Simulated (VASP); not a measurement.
# CaH (P6/mmm) in VASP: a series of runs

CaH is run at these levels: PBE; tasks: single point.

Program: VASP 6.6.1. These are calculated values, not measurements. Logs are shortened: lines on timing, memory, paths and dates and some standing lists are left out, and cuts for length are marked.

## (1) The cell of the first run

Symmetry: P6/mmm, No. 191, hexagonal system. Conventional cell: a = 6.516 Å, b = 6.516 Å, c = 3.433 Å, α = 90.00°, β = 90.00°, γ = 120.00°. Within 3.4 Å of Ca (site symmetry mmm) lie 6 H at 2.55 to 3.26 Å and 4 Ca at 3.26 Å. Within 4.3 Å of H (site symmetry 6/mmm) lie 6 Ca at 3.26 Å and 14 H at 3.43 to 4.14 Å. Within 3.4 Å of H (site symmetry -6m2) lie 6 Ca at 2.55 Å.

## (2) Single point, PBE

INCAR reads:

```
PREC = Accurate ; ENCUT = 520
EDIFF = 1E-7 ; ISMEAR = 0
SIGMA = 0.1 ; LREAL = False
LASPH = True ; NELM = 60
ALGO = Normal ; ISIF = 2
LWAVE = False ; LCHARG = False
GGA = PE ; NBANDS = 26
```

KPOINTS reads:

```
Automatic mesh
0
Gamma
  3 3 6
```

POSCAR reads:

```
CaH
1.0
    6.5160901228      0.0000000000      0.0000000000
   -3.2580450614      5.6430995797      0.0000000000
    0.0000000000      0.0000000000      3.4326356329
Ca H
3 3
Direct
    0.5000000000      0.0000000000      0.0000000000
    0.5000000000      0.5000000000      0.0000000000
    0.0000000000      0.5000000000      0.0000000000
    0.0000000000      0.0000000000      0.0000000000
    0.3333333333      0.6666666667      0.5000000000
    0.6666666667      0.3333333333      0.5000000000
```

Potentials or basis: VASP PAW PBE potentials, release 64 (Ca_sv, H).

Launch:

```sh
$ cat potpaw_PBE.64/Ca_sv/POTCAR potpaw_PBE.64/H/POTCAR > POTCAR
$ mpirun -np 1 vasp_std > vasp.out
```

OUTCAR:

```text
PREC = Accurate
   ENCUT = 520
   EDIFF = 1E-7
   ISMEAR = 0
   LREAL = False
   LASPH = True
   NELM = 60
   ISIF = 2
   GGA = PE

 ion  position               nearest neighbor table
   1  0.500  0.000  0.000-
   2  0.500  0.500  0.000-
   3  0.000  0.500  0.000-
   4  0.000  0.000  0.000-
   5  0.333  0.667  0.500-
   6  0.667  0.333  0.500-

  LATTYP: Found a hexagonal cell.
 ALAT       =     6.5160901228
 C/A-ratio  =     0.5267937625

  Lattice vectors:

 A1 = (   6.5160901228,   0.0000000000,   0.0000000000)
 A2 = (  -3.2580450614,   5.6430995797,   0.0000000000)
 A3 = (   0.0000000000,   0.0000000000,   3.4326356329)

Analysis of symmetry for initial positions (statically):
=====================================================================
 Subroutine PRICEL returns:
 Original cell was already a primitive cell.

 Routine SETGRP: Setting up the symmetry group for a
 hexagonal supercell.

 Subroutine GETGRP returns: Found 24 space group operations
 (whereof 24 operations were pure point group operations)
 out of a pool of 24 trial point group operations.

The static configuration has the point symmetry D_6h.

Analysis of symmetry for dynamics (positions and initial velocities):
=====================================================================
 Subroutine PRICEL returns:
 Original cell was already a primitive cell.

 Routine SETGRP: Setting up the symmetry group for a
 hexagonal supercell.

 Subroutine GETGRP returns: Found 24 space group operations
 (whereof 24 operations were pure point group operations)
 out of a pool of 24 trial point group operations.

The dynamic configuration has the point symmetry D_6h.

 Subroutine INISYM returns: Found 24 space group operations
 (whereof 24 operations are pure point group operations),
 and found     1 'primitive' translations

----------------------------------------------------------------------------------------

                                     Primitive cell

  volume of cell :     126.2213

  direct lattice vectors                    reciprocal lattice vectors
     6.516090123  0.000000000  0.000000000     0.153466263  0.088603788  0.000000000
    -3.258045061  5.643099580  0.000000000     0.000000000  0.177207576  0.000000000
     0.000000000  0.000000000  3.432635633     0.000000000  0.000000000  0.291321336

  length of vectors
     6.516090123  6.516090123  3.432635633     0.177207576  0.177207576  0.291321336

  position of ions in fractional coordinates (direct lattice)
     0.500000000  0.000000000  0.000000000
     0.500000000  0.500000000  0.000000000
     0.000000000  0.500000000  0.000000000
     0.000000000  0.000000000  0.000000000
     0.333333333  0.666666667  0.500000000
     0.666666667  0.333333333  0.500000000

  ion indices of the primitive-cell ions
   primitive index   ion index
                 1           1
                 2           2
                 3           3
                 4           4
                 5           5
                 6           6

----------------------------------------------------------------------------------------

 KPOINTS: Automatic mesh

Automatic generation of k-mesh.
 Grid dimensions read from file:
 generate k-points for:    3    3    6

 Generating k-lattice:

  Cartesian coordinates                     Fractional coordinates (reciprocal lattice)
     0.051155421  0.029534596  0.000000000     0.333333333  0.000000000  0.000000000
     0.000000000  0.059069192  0.000000000     0.000000000  0.333333333  0.000000000
     0.000000000  0.000000000  0.048553556     0.000000000  0.000000000  0.166666667

  Length of vectors
     0.059069192  0.059069192  0.048553556

  Shift w.r.t. Gamma in fractional coordinates (k-lattice)
     0.000000000  0.000000000  0.000000000

 Subroutine IBZKPT returns following result:
 ===========================================

 Found     12 irreducible k-points:

 Following reciprocal coordinates:
            Coordinates               Weight
  0.000000  0.000000  0.000000      1.000000
  0.333333 -0.000000  0.000000      6.000000
  0.333333  0.333333  0.000000      2.000000
  0.000000  0.000000  0.166667      2.000000
  0.333333 -0.000000  0.166667     12.000000
  0.333333  0.333333  0.166667      4.000000
  0.000000  0.000000  0.333333      2.000000
  0.333333 -0.000000  0.333333     12.000000
  0.333333  0.333333  0.333333      4.000000
  0.000000  0.000000  0.500000      1.000000
  0.333333 -0.000000  0.500000      6.000000
  0.333333  0.333333  0.500000      2.000000
   k-points           NKPTS =     12   k-points in BZ     NKDIM =     12   number of bands    NBANDS=     26
   number of dos      NEDOS =    301   number of ions     NIONS =      6
   total plane-waves  NPLWV =  64512
   dimension x,y,z NGX =    48 NGY =   48 NGZ =   28
   dimension x,y,z NGXF=    96 NGYF=   96 NGZF=   56
   ions per type =               3   3
   NGX,Y,Z   is equivalent  to a cutoff of  12.25, 12.25, 13.56 a.u.
   NGXF,Y,Z  is equivalent  to a cutoff of  24.49, 24.49, 27.12 a.u.
 SYSTEM =  unknown system
   PREC   = accura    normal or accurate (medium, high low for compatibility)
   ISTART =      0    job   : 0-new  1-cont  2-samecut
   ICHARG =      2    charge: 1-file 2-atom 10-const
   ISPIN  =      1    spin polarized calculation?
   LNONCOLLINEAR =      F non collinear calculations
   LSORBIT =      F    spin-orbit coupling
   LASPH  =      T    aspherical Exc in radial PAW
   ENCUT  =  520.0 eV  38.22 Ry    6.18 a.u.  12.12 12.12  6.38*2*pi/ulx,y,z
   NELM   =     60;   NELMIN=  2; NELMDL= -5     # of ELM steps
   EDIFF  = 0.1E-06   stopping-criterion for ELM
   LREAL  =      F    real-space projection
   EDIFFG = 0.1E-05   stopping-criterion for IOM
   NSW    =      0    number of steps for IOM
   IBRION =     -1    ionic relax: 0-MD 1-quasi-New 2-CG
   NFREE  =      0    steps in history (QN), initial steepest desc. (CG)
   ISIF   =      2    stress and relaxation
   ISYM   =      2    0-nonsym 1-usesym 2-fastsym
   POTIM  = 0.5000    time-step for ionic-motion
   TEBEG  =    0.0;   TEEND  =   0.0 temperature during run
   PSTRESS=    0.0 pullay stress
   NELECT =      33.0000    total number of electrons
   NUPDOWN=      -1.0000    fix difference up-down
   EMIN   =  10.00;   EMAX   =-10.00  energy-range for DOS
   EFERMI =   0.00;   METHOD = LEGACY
   ISMEAR =     0;   SIGMA  =   0.10  broadening in eV -4-tet -1-fermi 0-gaus
   EFERMI_NEDOS =   21; number of points for ismear=-14 and -15
   IALGO  =     38    algorithm
   IMIX   =      4    mixing-type and parameters
     AMIX     =   0.40;   BMIX     =  1.00
     AMIX_MAG =   1.60;   BMIX_MAG =  1.00
  volume/ion in A,a.u.               =      21.04       141.96
  Fermi-wavevector in a.u.,A,eV,Ry     =   1.046812  1.978188 14.909470  1.095815
  Thomas-Fermi vector in A             =   2.181666
   LORBIT       =      0    0 simple, 1 ext, 2 COOP (PROOUT), +10 PAW based schemes
   GGA     = PE    functional components
   LHFCALC =     F    Hartree Fock is set to
   AEXX    =    0.0000 exact exchange contribution
   IVDW    =     0    specifies the selected vdW correction
   LEPSILON=     F    determine dielectric tensor
   LRPA    =     F    only Hartree local field effects (RPA)
 non-spin polarized calculation
 Gauss-broadening in eV      SIGMA  =   0.10
  energy-cutoff  :      520.00
  volume of cell :      126.22
 maximum number of plane-waves:      3432
   NGX = 25   NGY = 25   NGZ = 13

 number of electron      33.0000002 magnetization

 Free energy of the ion-electron system (eV)
  ---------------------------------------------------
  ext. energy  EPLUGINS =         0.00000000
  ---------------------------------------------------
  free energy    TOTEN  =       -14.30199462 eV

  energy without entropy =      -14.28234905  energy(sigma->0) =      -14.29217184

 E-fermi :   2.2392     XC(G=0):  -8.0240

 val. band max:        2.1740960873   @ k =   0.3333   0.3333   0.5000
 cond. band min:       2.2502509316   @ k =   0.3333   0.3333   0.1667
 fundamental gap:      0.0761548442
 Fermi energy:         2.2392031335

 k-point     1 :       0.0000    0.0000    0.0000
  band No.  band energies     occupation
      1     -39.7947      2.00000
      2     -39.7259      2.00000
      3     -39.7259      2.00000
      4     -21.1429      2.00000
      5     -20.9273      2.00000
      6     -20.9273      2.00000
[... 18 lines left out ...]
     25       5.4178      0.00000
     26       5.4178      0.00000

 k-point     2 :       0.3333   -0.0000    0.0000
  band No.  band energies     occupation
      1     -39.7803      2.00000
      2     -39.7405      2.00000
      3     -39.7259      2.00000
      4     -21.0486      2.00000
      5     -20.8980      2.00000
      6     -20.8562      2.00000
[... 18 lines left out ...]
     25       5.4253      0.00000
     26       5.4957      0.00000

 k-point     3 :       0.3333    0.3333    0.0000
  band No.  band energies     occupation
      1     -39.7604      2.00000
      2     -39.7604      2.00000
      3     -39.7259      2.00000
      4     -20.9184      2.00000
      5     -20.9184      2.00000
      6     -20.8666      2.00000
[... 18 lines left out ...]
     25       5.0994      0.00000
     26       5.1870      0.00000

 k-point     4 :       0.0000    0.0000    0.1667
  band No.  band energies     occupation
      1     -39.7882      2.00000
      2     -39.7199      2.00000
      3     -39.7199      2.00000
      4     -21.1284      2.00000
      5     -20.9188      2.00000
      6     -20.9188      2.00000
[... 18 lines left out ...]
     25       5.6277      0.00000
     26       5.6279      0.00000
[... 148 lines left out ...]
      1     -39.7687      2.00000
      2     -39.7019      2.00000
      3     -39.7019      2.00000
      4     -21.0845      2.00000
      5     -20.9960      2.00000
      6     -20.8941      2.00000
[... 18 lines left out ...]
     25       5.5085      0.00000
     26       5.5110      0.00000

 k-point    11 :       0.3333   -0.0000    0.5000
  band No.  band energies     occupation
      1     -39.7547      2.00000
      2     -39.7161      2.00000
      3     -39.7019      2.00000
      4     -20.9972      2.00000
      5     -20.9746      2.00000
      6     -20.9159      2.00000
[... 18 lines left out ...]
     25       5.0747      0.00000
     26       5.4728      0.00000

 k-point    12 :       0.3333    0.3333    0.5000
  band No.  band energies     occupation
      1     -39.7354      2.00000
      2     -39.7354      2.00000
      3     -39.7020      2.00000
      4     -20.9453      2.00000
      5     -20.9453      2.00000
      6     -20.8943      2.00000
[... 18 lines left out ...]
     25       5.4288      0.00000
     26       5.4288      0.00000

------------------------ aborting loop because EDIFF is reached ----------------------------------------

  FORCE on cell =-STRESS in cart. coord.  units (eV):
  Direction    XX          YY          ZZ          XY          YZ          ZX
  --------------------------------------------------------------------------------------
  -------------------------------------------------------------------------------------
  Total        0.1483903      0.1483903     -0.1915141      0.0000000      0.0000000      0.0000000
  in kB        1.8835779      1.8835779     -2.4309653      0.0000000      0.0000000      0.0000000
  external PRESSURE =       0.4453968 kB  Pullay stress =       0.0000000 kB

 VOLUME and BASIS-vectors are now :
 -----------------------------------------------------------------------------
  energy-cutoff  :      520.00
  volume of cell :      126.22
      direct lattice vectors                 reciprocal lattice vectors
     6.516090123  0.000000000  0.000000000     0.153466263  0.088603788  0.000000000
    -3.258045061  5.643099580  0.000000000     0.000000000  0.177207576  0.000000000
     0.000000000  0.000000000  3.432635633     0.000000000  0.000000000  0.291321336

 POSITION                                       TOTAL-FORCE (eV/Angst)
 -----------------------------------------------------------------------------------
      3.25805      0.00000      0.00000        -0.000000      0.000000     -0.000000
      1.62902      2.82155      0.00000        -0.000000      0.000000     -0.000000
     -1.62902      2.82155      0.00000        -0.000000      0.000000     -0.000000
      0.00000      0.00000      0.00000        -0.000000      0.000000     -0.000000
     -0.00000      3.76207      1.71632        -0.000000     -0.000000     -0.000000
      3.25805      1.88103      1.71632         0.000000      0.000000      0.000000
 -----------------------------------------------------------------------------------
    total drift:                               -0.000000      0.000000      0.000000

  FREE ENERGIE OF THE ION-ELECTRON SYSTEM (eV)
  ---------------------------------------------------
  free  energy   TOTEN  =       -14.3019946192 eV

  energy  without entropy=      -14.2823490520  energy(sigma->0) =      -14.29217184
```

Wall time 35 s (1 thread of Intel Xeon 6975P-C (Granite Rapids), shared host); peak memory 0.23 GiB.

Results:

* Free energy: -14.3020 eV
* Pressure: 0.0 GPa

Caveat: the k points lie up to 0.37 Å⁻¹ apart.

[end of part 1 of 2]
